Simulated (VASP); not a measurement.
Runs of VASP 6.6.1 on SnH5. The structure is that of space group P6/mmm (No. 191), or close to it. The cells are those of the table. 

```tsv
task	cell	k mesh	cutoff (eV)	gap on the mesh (eV)	pressure (GPa)	relaxed volume (Å³/atom)	largest force (eV/Å)
single point	a = 3.137, b = 3.137, c = 5.978 Å, angles 90.0, 90.0, 120.0°, 6 atoms	6 × 6 × 4	520	none	-0.4	-	-
single point	a = 3.140, b = 3.140, c = 5.947 Å, angles 90.0, 90.0, 120.0°, 6 atoms	15 × 15 × 6	520	none	-0.2	-	(b)
single point	a = 3.943, b = 3.943, c = 5.868 Å, angles 90.0, 90.0, 120.0°, 6 atoms	6 × 6 × 4	520	none	(a)	-	2.51
relaxation of cell and atoms	relaxed from a = 3.137, b = 3.137, c = 5.978 Å, angles 90.0, 90.0, 120.0°, 6 atoms	15 × 15 × 6	600	none	0.0	8.45	0.01
relaxation of cell and atoms	relaxed from a = 3.943, b = 3.943, c = 5.868 Å, angles 90.0, 90.0, 120.0°, 6 atoms	6 × 6 × 4	600	none	0.1	8.42	0.03
```

Alike in all rows: level PBE; potentials or basis VASP PAW PBE potentials, release 64 (Sn_d, H); no spin polarisation; smearing gaussian 0.1 eV.

Q: Estimate the missing entries.

A: (a) -5.1; (b) 0.02.

Caveats: some runs use coarse meshes; spin-orbit coupling is left out, which moves the levels of the heavy elements; forces of over 1 eV/Å act on the atoms, so gaps and moduli don't describe the material at rest (some runs); the volume moved by over 15 % at a fixed basis, so the end points are rough (some runs).

A k mesh can miss the band edges, and the runs leave out spin-orbit coupling on Sn.

A gap of «none» marks levels without a gap at the run's occupations.
